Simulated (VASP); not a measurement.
## TiSn: single point with PBE

Crystal: TiSn.

```
CELL_PARAMETERS angstrom
0.00000 2.81910 2.81910
2.81910 0.00000 2.81910
2.81910 2.81910 0.00000
ATOMIC_POSITIONS crystal
Ti 0.00000 0.00000 0.00000
Sn 0.50000 0.50000 0.50000
```

| Property | Result |
| --- | --- |
| Program | VASP 6.6.1 |
| Task | single point |
| Functional | PBE |
| Potentials or basis | VASP PAW PBE potentials, release 64 (Ti_sv, Sn_d) |
| Cutoff | 520 eV |
| k mesh | 8 × 8 × 8 |
| Occupations | fermi-dirac, width 0.05 eV |
| Spin | no spin polarisation |

```yaml
Pressure: -1.6 GPa
Band_gap_on_the_k_mesh: zero (band 13 reaches 8.14 eV, above the bottom of band 14 at 7.82 eV)
```

Levels at points of the mesh, in eV from the Fermi level:
```tsv
k point	band 11	band 12	band 13	band 14	band 15	band 16
(0.00, 0.00, 0.00)	0.11	0.11	0.11	0.43	0.43	3.25
(0.50, 0.00, 0.00)	-4.53	-1.42	-1.42	0.95	0.95	1.39
(0.50, 0.50, 0.00)	-3.31	-0.93	0.17	0.17	0.82	1.26
```

It took 57 s on 1 thread of Intel(R) Xeon(R) Platinum 8488C (Sapphire Rapids), on a shared host, peak memory 0.17 GiB.

Caveat: spin-orbit coupling is left out, which moves the levels of the heavy elements.
